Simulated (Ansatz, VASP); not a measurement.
This is a calculation of CdTe for Ansatz 0.2.0.

File input.yaml:

```yaml
crystal:
  lattice:
    - [0.0, 3.1395734784, 3.1395734784]
    - [3.1395734784, 0.0, 3.1395734784]
    - [3.1395734784, 3.1395734784, 0.0]
  atoms:
    - { symbol: Te, position: [0.75, 0.75, 0.75] }
    - { symbol: Cd, position: [0.0, 0.0, 0.0] }
hamiltonian:
  xc:
    exchange: hjs_pbesol
    correlation: pbesol
    exx: { coeff: 0.25, omega: 0.207 }
  pseudopotentials: { kind: paw }
kpoints:
  mp_grid: { grid: [4, 4, 4] }
scf:
  occupations: { method: fermi_dirac, width: 0.05 }
output:
  forces: true
  stress: true
  eigenvalues: true
```

Potentials or basis: Ansatz PAW.

Run with:

```bash
$ ansatz run input.yaml --threads 2 --pin off --max-ram 5632MiB --backend cpu --events-out ev --progress --plain --runs-dir out
```

**Question.** Set up the same calculation for VASP 6.6.1. Potentials there: VASP PAW PBE potentials, release 64 (Te, Cd).

**Answer.** As run (the cutoff follows the program's own potentials):

Contents of POSCAR:

```
CdTe
1.0
    0.0000000000      3.1395734784      3.1395734784
    3.1395734784      0.0000000000      3.1395734784
    3.1395734784      3.1395734784      0.0000000000
Te Cd
1 1
Direct
    0.7500000000      0.7500000000      0.7500000000
    0.0000000000      0.0000000000      0.0000000000
```

File INCAR.step1:

```
SYSTEM = CdTe
ALGO = Normal ; EDIFF = 1E-5
ENCUT = 520 ; GGA = PE
ISIF = 2 ; ISMEAR = -1
LASPH = .TRUE. ; LCHARG = .FALSE.
LREAL = .FALSE. ; LWAVE = .TRUE.
NBANDS = 16 ; NELM = 80
PREC = Accurate ; SIGMA = 0.05
```

Contents of INCAR.step2:

```
SYSTEM = CdTe
AEXX = 0.25 ; ALGO = Normal
EDIFF = 1E-6 ; ENCUT = 520
GGA = PS ; HFSCREEN = 0.207
ISIF = 2 ; ISMEAR = -1
ISTART = 1 ; LASPH = .TRUE.
LCHARG = .FALSE. ; LHFCALC = .TRUE.
LREAL = .FALSE. ; LWAVE = .FALSE.
NBANDS = 16 ; NELM = 80
PREC = Accurate ; PRECFOCK = Normal
SIGMA = 0.05
```

File KPOINTS:

```
k-points
0
G
  4 4 4
  0 0 0
```

Potentials or basis: VASP PAW PBE potentials, release 64 (Te, Cd).

Launch:

```console
$ cat potpaw_PBE.64/Te/POTCAR potpaw_PBE.64/Cd/POTCAR > POTCAR
$ cp INCAR.step1 INCAR
$ mpirun -np 1 vasp_std > vasp.out
$ cp INCAR.step2 INCAR
$ mpirun -np 1 vasp_std > vasp.out
```

Both were run:

|  | VASP | Ansatz | Ansatz less VASP |
| --- | --- | --- | --- |
| gap on the k mesh at the Fermi level (eV) | 1.75 | 1.85 | +0.101 |
| least direct gap on the mesh (eV) | 1.75 | 1.85 | +0.101 |
| pressure (GPa) | 5.4 | 5.4 | -0.05 |

VASP's potentials were made for PBE, not for PBEsol-based screened hybrid. VASP's potentials hold 18 valence electrons a cell and Ansatz's 36, so a difference there can come from the potentials and not from the codes.

The k mesh is coarse, so the values compare programs but aren't converged. Spin-orbit coupling is off throughout.
